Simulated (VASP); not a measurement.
# Co (P6_3/mmc) in VASP: single point with PBEsol+D3(BJ)

Aim: the single point of Co with PBEsol+D3(BJ).

Everything below comes from runs of VASP 6.6.1. Logs are shortened: lines on timing, memory, paths and dates and some standing lists are left out, and cuts for length are marked.

**1. The cell of the first run**

The structure is hexagonal, space group P6_3/mmc (No. 194). The conventional cell has a = 2.436 Å, b = 2.436 Å, c = 3.934 Å, α = 90.00°, β = 90.00°, γ = 120.00°. Within 3.2 Å of Co (site symmetry -6m2) lie 12 Co at 2.42 to 2.44 Å.

**2. Single point, PBEsol+D3(BJ), collinear spin, ferromagnetic start**

File INCAR:

```
SYSTEM = Co
PREC     = Accurate       ! precision mode
ENCUT    = 600            ! plane-wave cutoff, eV
EDIFF    = 1E-6           ! SCF threshold, eV
ISMEAR   = 0              ! smearing method
SIGMA    = 0.1            ! smearing width, eV
LREAL    = .False.        ! projectors in reciprocal space
LASPH    = .True.         ! aspherical terms in the spheres
NELM     = 200            ! most SCF steps
ALGO     = Normal         ! electronic algorithm
ISIF     = 2              ! what is computed and relaxed
LWAVE    = .False.        ! write WAVECAR
LCHARG   = .False.        ! write CHGCAR
ISPIN    = 2              ! spin polarisation
MAGMOM   = 1.72 1.72      ! initial moments
LORBIT   = 11             ! projections on sites
LMAXMIX  = 4              ! l up to which the mixer works
GGA      = PS             ! functional
IVDW     = 12             ! dispersion correction
NBANDS   = 20             ! bands
GGA_COMPAT= .False.
```

File KPOINTS:

```
regular mesh
0
Gamma
  21 21 10
  0 0 0
```

File POSCAR:

```
Co
1.0
    2.4358330040      0.0000000000      0.0000000000
   -1.2179165020      2.1094932608      0.0000000000
    0.0000000000      0.0000000000      3.9335612473
Co
2
Direct
    0.3333333333      0.6666666667      0.2500000000
    0.6666666667      0.3333333333      0.7500000000
```

Potentials or basis: VASP PAW PBE potentials, release 64 (Co).

Run with:

```sh
$ cat potpaw_PBE.64/Co/POTCAR > POTCAR
$ mpirun -np 1 vasp_std > vasp.out
```

OUTCAR:

```text
SYSTEM = Co
   PREC = Accurate
   ENCUT = 600
   EDIFF = 1E-6
   ISMEAR = 0
   LREAL = .False.
   LASPH = .True.
   NELM = 200
   ISIF = 2
   ISPIN = 2
   LORBIT = 11
   GGA = PS
   IVDW = 12
 IVDW          = 12

 ion  position               nearest neighbor table
   1  0.333  0.667  0.250-   2 2.42   2 2.42   2 2.42   2 2.42   2 2.42   2 2.42
   2  0.667  0.333  0.750-   1 2.42   1 2.42   1 2.42   1 2.42   1 2.42   1 2.42

  LATTYP: Found a hexagonal cell.
 ALAT       =     2.4358330040
 C/A-ratio  =     1.6148731218

  Lattice vectors:

 A1 = (   2.4358330040,   0.0000000000,   0.0000000000)
 A2 = (  -1.2179165020,   2.1094932608,   0.0000000000)
 A3 = (   0.0000000000,   0.0000000000,   3.9335612473)

Analysis of symmetry for initial positions (statically):
=====================================================================
 Subroutine PRICEL returns:
 Original cell was already a primitive cell.

 Routine SETGRP: Setting up the symmetry group for a
 hexagonal supercell.

 Subroutine GETGRP returns: Found 24 space group operations
 (whereof 12 operations were pure point group operations)
 out of a pool of 24 trial point group operations.

The static configuration has the point symmetry D_3d.
 The point group associated with its full space group is D_6h.

Analysis of symmetry for dynamics (positions and initial velocities):
=====================================================================
 Subroutine PRICEL returns:
 Original cell was already a primitive cell.

 Routine SETGRP: Setting up the symmetry group for a
 hexagonal supercell.

 Subroutine GETGRP returns: Found 24 space group operations
 (whereof 12 operations were pure point group operations)
 out of a pool of 24 trial point group operations.

The dynamic configuration has the point symmetry D_3d.
 The point group associated with its full space group is D_6h.

Analysis of structural, dynamic, and magnetic symmetry:
=====================================================================
 Subroutine PRICEL returns:
 Original cell was already a primitive cell.

 Routine SETGRP: Setting up the symmetry group for a
 hexagonal supercell.

 Subroutine GETGRP returns: Found 24 space group operations
 (whereof 12 operations were pure point group operations)
 out of a pool of 24 trial point group operations.

The overall configuration has the point symmetry D_3d.
 The point group associated with its full space group is D_6h.

 Subroutine INISYM returns: Found 24 space group operations
 (whereof 12 operations are pure point group operations),
 and found     1 'primitive' translations

----------------------------------------------------------------------------------------

                                     Primitive cell

  volume of cell :      20.2121

  direct lattice vectors                    reciprocal lattice vectors
     2.435833004  0.000000000  0.000000000     0.410537175  0.237023748  0.000000000
    -1.217916502  2.109493261  0.000000000     0.000000000  0.474047497  0.000000000
     0.000000000  0.000000000  3.933561247     0.000000000  0.000000000  0.254222557

  length of vectors
     2.435833004  2.435833004  3.933561247     0.474047497  0.474047497  0.254222557

  position of ions in fractional coordinates (direct lattice)
     0.333333333  0.666666667  0.250000000
     0.666666667  0.333333333  0.750000000

  ion indices of the primitive-cell ions
   primitive index   ion index
                 1           1
                 2           2

----------------------------------------------------------------------------------------

 KPOINTS: regular mesh

Automatic generation of k-mesh.
 Grid dimensions read from file:
 generate k-points for:   21   21   10

 Generating k-lattice:

  Cartesian coordinates                     Fractional coordinates (reciprocal lattice)
     0.019549389  0.011286845  0.000000000     0.047619048 -0.000000000  0.000000000
     0.000000000  0.022573690  0.000000000     0.000000000  0.047619048  0.000000000
     0.000000000  0.000000000  0.025422256     0.000000000  0.000000000  0.100000000

  Length of vectors
     0.022573690  0.022573690  0.025422256

  Shift w.r.t. Gamma in fractional coordinates (k-lattice)
     0.000000000  0.000000000  0.000000000

 Subroutine IBZKPT returns following result:
 ===========================================

 Found    288 irreducible k-points:

 Following reciprocal coordinates:
            Coordinates               Weight
  0.000000  0.000000  0.000000      1.000000
  0.047619  0.000000  0.000000      6.000000
  0.095238  0.000000  0.000000      6.000000
  0.142857  0.000000  0.000000      6.000000
  0.190476  0.000000  0.000000      6.000000
  0.238095  0.000000  0.000000      6.000000
[... 16 lines left out ...]
  0.142857  0.095238  0.000000     12.000000
  0.190476  0.095238  0.000000     12.000000
 [... further k-points ...]
   k-points           NKPTS =    288   k-points in BZ     NKDIM =    288   number of bands    NBANDS=     20
   number of dos      NEDOS =    301   number of ions     NIONS =      2
   total plane-waves  NPLWV =  12800
   dimension x,y,z NGX =    20 NGY =   20 NGZ =   32
   dimension x,y,z NGXF=    40 NGYF=   40 NGZF=   64
   ions per type =               2
   NGX,Y,Z   is equivalent  to a cutoff of  13.65, 13.65, 13.52 a.u.
   NGXF,Y,Z  is equivalent  to a cutoff of  27.30, 27.30, 27.05 a.u.
 SYSTEM =  Co
   PREC   = accura    normal or accurate (medium, high low for compatibility)
   ISTART =      0    job   : 0-new  1-cont  2-samecut
   ICHARG =      2    charge: 1-file 2-atom 10-const
   ISPIN  =      2    spin polarized calculation?
   LNONCOLLINEAR =      F non collinear calculations
   LSORBIT =      F    spin-orbit coupling
   LASPH  =      T    aspherical Exc in radial PAW
   ENCUT  =  600.0 eV  44.10 Ry    6.64 a.u.   4.86  4.86  7.86*2*pi/ulx,y,z
   NELM   =    200;   NELMIN=  2; NELMDL= -5     # of ELM steps
   EDIFF  = 0.1E-05   stopping-criterion for ELM
   LREAL  =      F    real-space projection
   EDIFFG = 0.1E-04   stopping-criterion for IOM
   NSW    =      0    number of steps for IOM
   IBRION =     -1    ionic relax: 0-MD 1-quasi-New 2-CG
   NFREE  =      0    steps in history (QN), initial steepest desc. (CG)
   ISIF   =      2    stress and relaxation
   ISYM   =      2    0-nonsym 1-usesym 2-fastsym
   POTIM  = 0.5000    time-step for ionic-motion
   TEBEG  =    0.0;   TEEND  =   0.0 temperature during run
   PSTRESS=    0.0 pullay stress
   NELECT =      18.0000    total number of electrons
   NUPDOWN=      -1.0000    fix difference up-down
   EMIN   =  10.00;   EMAX   =-10.00  energy-range for DOS
   EFERMI =   0.00;   METHOD = LEGACY
   ISMEAR =     0;   SIGMA  =   0.10  broadening in eV -4-tet -1-fermi 0-gaus
   EFERMI_NEDOS =   21; number of points for ismear=-14 and -15
   IALGO  =     38    algorithm
   IMIX   =      4    mixing-type and parameters
     AMIX     =   0.40;   BMIX     =  1.00
     AMIX_MAG =   1.60;   BMIX_MAG =  1.00
  volume/ion in A,a.u.               =      10.11        68.20
  Fermi-wavevector in a.u.,A,eV,Ry     =   1.575053  2.976418 33.753219  2.480792
  Thomas-Fermi vector in A             =   2.676095
   LORBIT       =     11    0 simple, 1 ext, 2 COOP (PROOUT), +10 PAW based schemes
   GGA     = PS    functional components
   LHFCALC =     F    Hartree Fock is set to
   AEXX    =    0.0000 exact exchange contribution
   IVDW    =    12    specifies the selected vdW correction
   LEPSILON=     F    determine dielectric tensor
   LRPA    =     F    only Hartree local field effects (RPA)
 spin polarized calculation
 Gauss-broadening in eV      SIGMA  =   0.10
  energy-cutoff  :      600.00
  volume of cell :       20.21
 maximum number of plane-waves:       699
 NGX is ok and might be reduce to    20
   NGX =  9   NGY =  9   NGZ = 15

 number of electron      18.0000004 magnetization       3.0781472

 Free energy of the ion-electron system (eV)
  ---------------------------------------------------
  ext. energy  EPLUGINS =         0.00000000
  ---------------------------------------------------
  free energy    TOTEN  =       -15.46985929 eV

  energy without entropy =      -15.46203122  energy(sigma->0) =      -15.46594526

 E-fermi :  11.0994     XC(G=0): -14.0043

 val. band max:       11.0959799276   @ k =   0.0476   0.0476   0.2000
 cond. band min:      11.1024053549   @ k =   0.2857   0.2381   0.4000
 fundamental gap:      0.0064254273
 Fermi energy:        11.0994455869

 spin component 1

 k-point     1 :       0.0000    0.0000    0.0000
  band No.  band energies     occupation
      1       1.7148      1.00000
      2       5.6243      1.00000
      3       8.4295      1.00000
      4       8.4459      1.00000
      5       8.4459      1.00000
      6       8.8022      1.00000
[... 12 lines left out ...]
     19      38.1759      0.00000
     20      38.1759      0.00000

 k-point     2 :       0.0476    0.0000    0.0000
  band No.  band energies     occupation
      1       1.7991      1.00000
      2       5.6770      1.00000
      3       8.2996      1.00000
      4       8.4876      1.00000
      5       8.5633      1.00000
      6       8.7809      1.00000
[... 12 lines left out ...]
     19      39.3693      0.00000
     20      39.7833      0.00000
[... 465 lines left out ...]
      3       7.6610      1.00000
      4       7.8144      1.00000
      5       8.5186      1.00000
      6       8.6518      1.00000
[... 12 lines left out ...]
     19      37.2341      0.00000
     20      39.8367      0.00000

 k-point    24 :       0.1905    0.0952    0.0000
  band No.  band energies     occupation
      1       3.8705      1.00000
      2       6.5828      1.00000
      3       7.4182      1.00000
      4       7.5219      1.00000
      5       8.4761      1.00000
      6       8.5155      1.00000
[... 12 lines left out ...]
     19      37.2718      0.00000
     20      38.6010      0.00000

 [... further k-points ...]

 spin component 2

 k-point     1 :       0.0000    0.0000    0.0000
  band No.  band energies     occupation
      1       1.7827      1.00000
      2       6.5423      1.00000
      3       9.9805      1.00000
      4       9.9931      1.00000
      5       9.9931      1.00000
      6      10.4028      1.00000
[... 12 lines left out ...]
     19      38.5232      0.00000
     20      38.5232      0.00000

 k-point     2 :       0.0476    0.0000    0.0000
  band No.  band energies     occupation
      1       1.8673      1.00000
      2       6.6010      1.00000
      3       9.8266      1.00000
      4      10.0385      1.00000
      5      10.1287      1.00000
      6      10.3759      1.00000
[... 12 lines left out ...]
     19      39.7201      0.00000
     20      40.0781      0.00000
[... 465 lines left out ...]
      3       8.8676      1.00000
      4       9.0508      1.00000
      5      10.0289      1.00000
      6      10.2288      1.00000
[... 12 lines left out ...]
     19      37.4201      0.00000
     20      40.3161      0.00000

 k-point    24 :       0.1905    0.0952    0.0000
  band No.  band energies     occupation
      1       3.9788      1.00000
      2       7.6798      1.00000
      3       8.4963      1.00000
      4       8.8465      1.00000
      5       9.9571      1.00000
      6      10.0660      1.00000
[... 12 lines left out ...]
     19      37.5317      0.00000
     20      39.0577      0.00000

 [... further k-points ...]

------------------------ aborting loop because EDIFF is reached ----------------------------------------

 Edisp (eV)   -0.81726

 E8    (eV) :    -0.5409

  FORCE on cell =-STRESS in cart. coord.  units (eV):
  Direction    XX          YY          ZZ          XY          YZ          ZX
  --------------------------------------------------------------------------------------
  -------------------------------------------------------------------------------------
  Total      -0.13896    -0.13896    -0.15066     0.00000    -0.00000     0.00000
  in kB     -11.01508   -11.01508   -11.94292     0.00000    -0.00000     0.00000
  external pressure =      -11.32 kB  Pullay stress =        0.00 kB

 VOLUME and BASIS-vectors are now :
 -----------------------------------------------------------------------------
  energy-cutoff  :      600.00
  volume of cell :       20.21
      direct lattice vectors                 reciprocal lattice vectors
     2.435833004  0.000000000  0.000000000     0.410537175  0.237023748  0.000000000
    -1.217916502  2.109493261  0.000000000     0.000000000  0.474047497  0.000000000
     0.000000000  0.000000000  3.933561247     0.000000000  0.000000000  0.254222557

 POSITION                                       TOTAL-FORCE (eV/Angst)
 -----------------------------------------------------------------------------------
     -0.00000      1.40633      0.98339        -0.000000     -0.000000      0.000000
      1.21792      0.70316      2.95017         0.000000      0.000000      0.000000
 -----------------------------------------------------------------------------------
    total drift:                                0.000000      0.000000     -0.000000

  FREE ENERGIE OF THE ION-ELECTRON SYSTEM (eV)
  ---------------------------------------------------
  free  energy   TOTEN  =       -16.2871153839 eV

  energy  without entropy=      -16.2792873216  energy(sigma->0) =      -16.28320135

 total charge

# of ion       s       p       d       tot
------------------------------------------
    1        0.519   0.590   7.311   8.420
    2        0.519   0.590   7.311   8.420
--------------------------------------------------
tot          1.039   1.179  14.622  16.840

 magnetization (x)

# of ion       s       p       d       tot
------------------------------------------
    1       -0.016  -0.053   1.611   1.542
    2       -0.016  -0.053   1.611   1.542
--------------------------------------------------
tot         -0.031  -0.106   3.222   3.085
```

Wall time 3.9 min (1 thread of Oxide Virtual Turin-like, shared host); peak memory 0.28 GiB.

Results:

```yaml
Free_energy: -16.2871 eV
Pressure: -1.1 GPa
Net_moment: 3.08 μB per cell
Site_moments: Co +1.54 μB
Valence_electrons_inside_the_program's_atomic_spheres: Co 8.42
Dispersion_energy_per_atom: -0.409 eV
```

Levels at points of the mesh, in eV from the Fermi level:
Spin up:
```
           k point  band 6  band 7  band 8  band 9  band 10  band 11  band 12  band 13  band 14  band 15
(0.00, 0.00, 0.00)   -2.30   -2.30   -1.91   -1.91    -0.67    -0.67    -0.14     7.03    22.51    25.78
(0.00, 0.00, 0.50)   -2.73   -2.73   -2.73   -1.01    -1.01    -1.01    -1.01    15.86    15.86    23.29
```
Spin down:
| k point | band 3 | band 4 | band 5 | band 6 | band 7 | band 8 | band 9 | band 10 | band 11 | band 12 |
| --- | --- | --- | --- | --- | --- | --- | --- | --- | --- | --- |
| (0.00, 0.00, 0.00) | -1.12 | -1.11 | -1.11 | -0.70 | -0.70 | -0.24 | -0.24 | -0.11 | 1.12 | 1.12 |
| (0.00, 0.00, 0.50) | -1.72 | -1.72 | -1.18 | -1.18 | -1.18 | -1.18 | 0.75 | 0.75 | 0.75 | 0.75 |

Caveat: the PAW data sets were made with another functional, which shifts forces and pressure a little.
